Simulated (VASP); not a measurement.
Write the native input for VASP 6.6.1 that does the following.

* Task: relaxation of cell and atoms
* Functional: PBEsol
* Potentials or basis: VASP PAW PBE potentials, release 64 (Co, Si)
* Cutoff: 600 eV
* k mesh: 16 × 16 × 8
* Occupations: gaussian, width 0.1 eV
* Spin: no spin polarisation
* Dipole correction: no
* Further INCAR settings: ALGO = Normal; EDIFF = 1e-07; IBRION = 2; EDIFFG = -0.01; NSW = 80; ISIF = 3

The structure of CoSi2 lies in POSCAR:

```
CoSi2
1.0
    2.6970507448      0.0000000000      0.0000000000
    0.0000000000      2.6970507448      0.0000000000
    0.0000000000      0.0000000000      5.0711412180
Co Si
1 2
Direct
    0.0000000000      0.0000000000      0.0000000000
    0.5000000000      0.5000000000      0.2708488947
    0.5000000000      0.5000000000      0.7291511053
```

One way to write it, as run:

INCAR

```
ALGO = Normal
EDIFF = 1E-7
EDIFFG = -0.01
ENCUT = 600
GGA = PS
IBRION = 2
ISIF = 3
ISMEAR = 0
LASPH = T
LCHARG = F
LREAL = F
LWAVE = F
NELM = 80
NSW = 80
PREC = Accurate
SIGMA = 0.1
```

KPOINTS

```
k-points
0
Gamma
  16 16 8
```

Potentials or basis: VASP PAW PBE potentials, release 64 (Co, Si).

Command:

```console
$ cat potpaw_PBE.64/Co/POTCAR potpaw_PBE.64/Si/POTCAR > POTCAR
$ mpirun -np 1 vasp_std > vasp.out
```

Results of the run:

| Property | Result |
| --- | --- |
| Relaxed volume | 12.32 Å³/atom |
| Relaxed cell | a = 2.698 Å, b = 2.698 Å, c = 5.078 Å, α = 90.00°, β = 90.00°, γ = 90.00° |
| Space group after relaxing (to 0.05 Å) | P4/mmm (No. 123) |
| Energy gained by relaxing | 0.0 meV/atom |
| Ionic steps | 3 |
| Pressure after relaxing | 0.0 GPa |

Caveat: the PAW data sets were made with another functional, which shifts forces and pressure a little.

It took 85 s on 1 thread of Intel(R) Xeon(R) Platinum 8559C (Emerald Rapids), on a shared host, peak memory 0.27 GiB.
